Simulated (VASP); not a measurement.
# CaSe (R-3m) in VASP: single point with r2SCAN

Aim: the single point of CaSe with r2SCAN.

All numbers are computed with VASP 6.6.1; they aren't measurements. Logs are shortened: lines on timing, memory, paths and dates and some standing lists are left out, and cuts for length are marked.

## (1) The cell of the first run

It takes space group R-3m (No. 166, trigonal). The conventional cell has a = 4.375 Å, b = 4.375 Å, c = 9.969 Å, α = 90.00°, β = 90.00°, γ = 120.00°. Within 4.0 Å of Ca (site symmetry -3m) lie 6 Se at 3.02 Å. Within 4.0 Å of Se (site symmetry -3m) lie 6 Ca at 3.02 Å.

## (2) Single point, r2SCAN (epitaxial 111 strain +4.2%)

Input file POSCAR:

```
CaSe
1.0
   -0.1438326912      2.9498226628      2.9498226628
    2.9498226628     -0.1438326912      2.9498226628
    2.9498226628      2.9498226628     -0.1438326912
Ca Se
1 1
Direct
    0.0000000000      0.0000000000      0.0000000000
    0.5000000000      0.5000000000      0.5000000000
```

Input file INCAR.step1:

```
SYSTEM = CaSe
  ALGO = Normal
  EDIFF = 1E-4
  ENCUT = 520
  GGA = PE
  ISMEAR = 0
  LASPH = .True.
  LCHARG = .False.
  LREAL = .False.
  LWAVE = .True.
  NBANDS = 15
  NELM = 60
  PREC = Accurate
  SIGMA = 0.01
```

Input file INCAR.step2:

```
SYSTEM = CaSe
  ALGO = Normal
  EDIFF = 1E-6
  ENCUT = 520
  ISIF = 2
  ISMEAR = 0
  ISTART = 1
  LASPH = .True.
  LCHARG = .False.
  LMIXTAU = .True.
  LREAL = .False.
  LWAVE = .False.
  METAGGA = R2SCAN
  NBANDS = 15
  NELM = 60
  PREC = Accurate
  SIGMA = 0.01
```

Input file KPOINTS:

```
k-points
0
Gamma
  8 8 8
  0 0 0
```

Potentials or basis: VASP PAW PBE potentials, release 64 (Ca_sv, Se).

Run with:

```sh
> cat potpaw_PBE.64/Ca_sv/POTCAR potpaw_PBE.64/Se/POTCAR > POTCAR
> cp INCAR.step1 INCAR
> mpirun -np 1 vasp_std > vasp.out
> cp INCAR.step2 INCAR
> mpirun -np 1 vasp_std > vasp.out
```

OUTCAR:

```text
SYSTEM = CaSe
   EDIFF = 1E-6
   ENCUT = 520
   ISIF = 2
   ISMEAR = 0
   ISTART = 1
   LASPH = .True.
   LREAL = .False.
   METAGGA = R2SCAN
   NELM = 60
   PREC = Accurate

 ion  position               nearest neighbor table
   1  0.000  0.000  0.000-
   2  0.500  0.500  0.500-

  LATTYP: Found a trigonal (rhomboedric) cell.
 ALAT       =     4.1741580381
 COS(alpha) =     0.4507044459

  Lattice vectors:

 A1 = (  -0.1438326912,   2.9498226628,   2.9498226628)
 A2 = (   2.9498226628,  -0.1438326912,   2.9498226628)
 A3 = (   2.9498226628,   2.9498226628,  -0.1438326912)

Analysis of symmetry for initial positions (statically):
=====================================================================
 Subroutine PRICEL returns:
 Original cell was already a primitive cell.

 Routine SETGRP: Setting up the symmetry group for a
 trigonal (rhombohedral) supercell.

 Subroutine GETGRP returns: Found 12 space group operations
 (whereof 12 operations were pure point group operations)
 out of a pool of 12 trial point group operations.

The static configuration has the point symmetry D_3d.

Analysis of symmetry for dynamics (positions and initial velocities):
=====================================================================
 Subroutine PRICEL returns:
 Original cell was already a primitive cell.

 Routine SETGRP: Setting up the symmetry group for a
 trigonal (rhombohedral) supercell.

 Subroutine GETGRP returns: Found 12 space group operations
 (whereof 12 operations were pure point group operations)
 out of a pool of 12 trial point group operations.

The dynamic configuration has the point symmetry D_3d.

 Subroutine INISYM returns: Found 12 space group operations
 (whereof 12 operations are pure point group operations),
 and found     1 'primitive' translations

----------------------------------------------------------------------------------------

                                     Primitive cell

  volume of cell :      55.0872

  direct lattice vectors                    reciprocal lattice vectors
    -0.143832691  2.949822663  2.949822663    -0.157582337  0.165659875  0.165659875
     2.949822663 -0.143832691  2.949822663     0.165659875 -0.157582337  0.165659875
     2.949822663  2.949822663 -0.143832691     0.165659875  0.165659875 -0.157582337

  length of vectors
     4.174158038  4.174158038  4.174158038     0.282344792  0.282344792  0.282344792

  position of ions in fractional coordinates (direct lattice)
     0.000000000  0.000000000  0.000000000
     0.500000000  0.500000000  0.500000000

  ion indices of the primitive-cell ions
   primitive index   ion index
                 1           1
                 2           2

----------------------------------------------------------------------------------------

 KPOINTS: k-points

Automatic generation of k-mesh.
 Grid dimensions read from file:
 generate k-points for:    8    8    8

 Generating k-lattice:

  Cartesian coordinates                     Fractional coordinates (reciprocal lattice)
    -0.019697792  0.020707484  0.020707484     0.125000000 -0.000000000 -0.000000000
     0.020707484 -0.019697792  0.020707484    -0.000000000  0.125000000 -0.000000000
     0.020707484  0.020707484 -0.019697792    -0.000000000 -0.000000000  0.125000000

  Length of vectors
     0.035293099  0.035293099  0.035293099

  Shift w.r.t. Gamma in fractional coordinates (k-lattice)
     0.000000000  0.000000000  0.000000000

 Subroutine IBZKPT returns following result:
 ===========================================

 Found     65 irreducible k-points:

 Following reciprocal coordinates:
            Coordinates               Weight
  0.000000  0.000000  0.000000      1.000000
  0.125000  0.000000 -0.000000      6.000000
  0.250000  0.000000 -0.000000      6.000000
  0.375000  0.000000  0.000000      6.000000
  0.500000  0.000000 -0.000000      3.000000
  0.125000  0.125000 -0.000000      6.000000
[... 16 lines left out ...]
  0.250000  0.125000  0.125000      6.000000
  0.375000  0.125000  0.125000      6.000000
 [... further k-points ...]
   k-points           NKPTS =     65   k-points in BZ     NKDIM =     65   number of bands    NBANDS=     15
   number of dos      NEDOS =    301   number of ions     NIONS =      2
   total plane-waves  NPLWV =  32768
   dimension x,y,z NGX =    32 NGY =   32 NGZ =   32
   dimension x,y,z NGXF=    64 NGYF=   64 NGZF=   64
   ions per type =               1   1
   NGX,Y,Z   is equivalent  to a cutoff of  12.74, 12.74, 12.74 a.u.
   NGXF,Y,Z  is equivalent  to a cutoff of  25.49, 25.49, 25.49 a.u.
 SYSTEM =  CaSe
   PREC   = accura    normal or accurate (medium, high low for compatibility)
   ISTART =      1    job   : 0-new  1-cont  2-samecut
   ICHARG =      0    charge: 1-file 2-atom 10-const
   ISPIN  =      1    spin polarized calculation?
   LNONCOLLINEAR =      F non collinear calculations
   LSORBIT =      F    spin-orbit coupling
   LASPH  =      T    aspherical Exc in radial PAW
   ENCUT  =  520.0 eV  38.22 Ry    6.18 a.u.   7.76  7.76  7.76*2*pi/ulx,y,z
   NELM   =     60;   NELMIN=  2; NELMDL=  0     # of ELM steps
   EDIFF  = 0.1E-05   stopping-criterion for ELM
   LREAL  =      F    real-space projection
[... 7 lines left out ...]
   TEBEG  =    0.0;   TEEND  =   0.0 temperature during run
   PSTRESS=    0.0 pullay stress
   NELECT =      16.0000    total number of electrons
   NUPDOWN=      -1.0000    fix difference up-down
   EMIN   =  10.00;   EMAX   =-10.00  energy-range for DOS
   EFERMI =   0.00;   METHOD = LEGACY
   ISMEAR =     0;   SIGMA  =   0.01  broadening in eV -4-tet -1-fermi 0-gaus
   EFERMI_NEDOS =   21; number of points for ismear=-14 and -15
   IALGO  =     38    algorithm
   IMIX   =      4    mixing-type and parameters
     AMIX     =   0.40;   BMIX     =  1.00
     AMIX_MAG =   1.60;   BMIX_MAG =  1.00
  volume/ion in A,a.u.               =      27.54       185.87
  Fermi-wavevector in a.u.,A,eV,Ry     =   1.084172  2.048787 15.992667  1.175428
  Thomas-Fermi vector in A             =   2.220255
   LORBIT       =      0    0 simple, 1 ext, 2 COOP (PROOUT), +10 PAW based schemes
   METAGGA = R2SCAN    functional components
   LHFCALC =     F    Hartree Fock is set to
   AEXX    =    0.0000 exact exchange contribution
   IVDW    =     0    specifies the selected vdW correction
   LEPSILON=     F    determine dielectric tensor
   LRPA    =     F    only Hartree local field effects (RPA)
 non-spin polarized calculation
 Gauss-broadening in eV      SIGMA  =   0.01
  energy-cutoff  :      520.00
  volume of cell :       55.09
 maximum number of plane-waves:      1496
   NGX = 15   NGY = 15   NGZ = 15

 number of electron      16.0000002 magnetization

 Free energy of the ion-electron system (eV)
  ---------------------------------------------------
  ext. energy  EPLUGINS =         0.00000000
  ---------------------------------------------------
  free energy    TOTEN  =       -25.92869334 eV

  energy without entropy =      -25.92869334  energy(sigma->0) =      -25.92869334

 E-fermi :   2.1747     XC(G=0):  -9.3045

 val. band max:        2.0316996990   @ k =   0.0000   0.0000   0.0000
 cond. band min:       4.3916680195   @ k =   0.5000   0.5000  -0.0000
 fundamental gap:      2.3599683205
 Fermi energy:         2.1747373139

 k-point     1 :       0.0000    0.0000    0.0000
  band No.  band energies     occupation
      1     -39.7490      2.00000
      2     -19.8605      2.00000
      3     -19.8401      2.00000
      4     -19.8401      2.00000
      5     -10.2030      2.00000
      6       1.6625      2.00000
      7       1.6625      2.00000
      8       2.0317      2.00000
      9       5.4324      0.00000
     10       5.8240      0.00000
     11       5.8240      0.00000
     12       6.4638      0.00000
     13       6.5751      0.00000
     14       6.5751      0.00000
     15      12.1573      0.00000

 k-point     2 :       0.1250    0.0000   -0.0000
  band No.  band energies     occupation
      1     -39.7483      2.00000
      2     -19.8649      2.00000
      3     -19.8492      2.00000
      4     -19.8404      2.00000
      5     -10.1238      2.00000
      6       1.0202      2.00000
      7       1.4718      2.00000
      8       1.8015      2.00000
      9       5.7952      0.00000
     10       6.0389      0.00000
     11       6.2472      0.00000
     12       6.6647      0.00000
     13       6.9072      0.00000
     14       6.9659      0.00000
     15      12.1368      0.00000

 k-point     3 :       0.2500    0.0000   -0.0000
  band No.  band energies     occupation
      1     -39.7468      2.00000
      2     -19.8882      2.00000
      3     -19.8582      2.00000
      4     -19.8410      2.00000
      5      -9.9237      2.00000
      6      -0.1125      2.00000
      7       1.0876      2.00000
      8       1.4063      2.00000
      9       6.0287      0.00000
     10       6.5395      0.00000
     11       6.8463      0.00000
     12       7.6885      0.00000
     13       7.7835      0.00000
     14       7.9806      0.00000
     15      11.4742      0.00000
[... 343 lines left out ...]
 k-point    23 :       0.2500    0.1250    0.1250
  band No.  band energies     occupation
      1     -39.7470      2.00000
      2     -19.8877      2.00000
      3     -19.8510      2.00000
      4     -19.8400      2.00000
      5      -9.9893      2.00000
      6       0.4234      2.00000
      7       1.1637      2.00000
      8       1.4116      2.00000
      9       6.0785      0.00000
     10       6.1740      0.00000
     11       6.3872      0.00000
     12       6.7775      0.00000
     13       7.7634      0.00000
     14       7.9728      0.00000
     15      12.0363      0.00000

 k-point    24 :       0.3750    0.1250    0.1250
  band No.  band energies     occupation
      1     -39.7454      2.00000
      2     -19.9074      2.00000
      3     -19.8624      2.00000
      4     -19.8407      2.00000
      5      -9.7940      2.00000
      6      -0.4915      2.00000
      7       0.8452      2.00000
      8       1.1036      2.00000
      9       6.3687      0.00000
     10       6.6243      0.00000
     11       7.1184      0.00000
     12       7.3990      0.00000
     13       8.5716      0.00000
     14       8.8422      0.00000
     15      11.4211      0.00000

 [... further k-points ...]

------------------------ aborting loop because EDIFF is reached ----------------------------------------

  FORCE on cell =-STRESS in cart. coord.  units (eV):
  Direction    XX          YY          ZZ          XY          YZ          ZX
  --------------------------------------------------------------------------------------
  -------------------------------------------------------------------------------------
  Total       -0.7944844     -0.7944844     -0.7944844      0.4283022      0.4283022      0.4283022
  in kB      -23.1070995    -23.1070995    -23.1070995     12.4569110     12.4569110     12.4569110
  external PRESSURE =     -23.1070995 kB  Pullay stress =       0.0000000 kB

 VOLUME and BASIS-vectors are now :
 -----------------------------------------------------------------------------
  energy-cutoff  :      520.00
  volume of cell :       55.09
      direct lattice vectors                 reciprocal lattice vectors
    -0.143832691  2.949822663  2.949822663    -0.157582337  0.165659875  0.165659875
     2.949822663 -0.143832691  2.949822663     0.165659875 -0.157582337  0.165659875
     2.949822663  2.949822663 -0.143832691     0.165659875  0.165659875 -0.157582337

 POSITION                                       TOTAL-FORCE (eV/Angst)
 -----------------------------------------------------------------------------------
      0.00000      0.00000      0.00000        -0.000000      0.000000     -0.000000
      2.87791      2.87791      2.87791         0.000000     -0.000000      0.000000
 -----------------------------------------------------------------------------------
    total drift:                                0.000000     -0.000000     -0.000000

  FREE ENERGIE OF THE ION-ELECTRON SYSTEM (eV)
  ---------------------------------------------------
  free  energy   TOTEN  =       -25.9286933422 eV

  energy  without entropy=      -25.9286933422  energy(sigma->0) =      -25.92869334
```

Wall time 1.9 min (1 thread of Intel Xeon 8259CL, shared host); peak memory 0.22 GiB.

What came out:

```
Free energy            : -25.9287 eV
Pressure               : -2.3 GPa
Band gap on the k mesh : 2.36 eV (least direct gap 3.30 eV)
```

Levels at points of the mesh, in eV from the valence-band top:
```tsv
k point	band 6	band 7	band 8	band 9	band 10	band 11
(0.00, 0.00, 0.00)	-0.37	-0.37	0.00	3.40	3.79	3.79
(0.50, 0.00, 0.00)	-3.34	-1.38	-1.06	4.82	5.40	5.46
(0.50, 0.50, 0.00)	-2.64	-1.33	-0.94	2.36	5.19	5.21
(0.50, 0.50, 0.50)	-3.20	-1.55	-1.55	4.51	5.71	5.81
```

Caveat: the cell differs from its parent crystal (epitaxial 111 strain +4.2%); the PAW data sets were made with another functional, which shifts forces and pressure a little.
